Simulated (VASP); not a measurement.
A run of VASP 6.6.1:

File INCAR:

```
ALGO = Normal ; EDIFF = 1E-6
EDIFFG = -0.01 ; ENCUT = 600
GGA = PE ; IBRION = 2
ISIF = 3 ; ISMEAR = 0
LASPH = T ; LCHARG = F
LREAL = F ; LWAVE = F
NELM = 100 ; NSW = 100
PREC = Accurate ; SIGMA = 0.1
```

File KPOINTS:

```
k-points
0
Gamma
  15 15 12
```

The input POSCAR:

```
LiF2
1.0
    3.3373404014      0.0000000000      0.0000000000
   -1.6686702007      2.8902215687      0.0000000000
    0.0000000000      0.0000000000      3.7855666918
Li F
1 2
Direct
    0.3333333333      0.6666666667      0.5000000000
    0.3333333333      0.6666666667      0.0000000000
    0.6666666667      0.3333333333      0.5000000000
```

Potentials or basis: VASP PAW PBE potentials, release 64 (Li_sv, F).

The run is started by

```sh
$ cat potpaw_PBE.64/Li_sv/POTCAR potpaw_PBE.64/F/POTCAR > POTCAR
$ mpirun -np 1 vasp_std > vasp.out
```

Hardware: 1 thread of Intel(R) Xeon(R) Platinum 8488C (Sapphire Rapids), on a shared host.

Task: Estimate the wall time of this run.

Result: Run time: 2.2 min on 1 thread of Intel(R) Xeon(R) Platinum 8488C (Sapphire Rapids), on a shared host, peak memory 0.22 GiB. Counts: scf iterations 31, k points 189, ion steps 3.
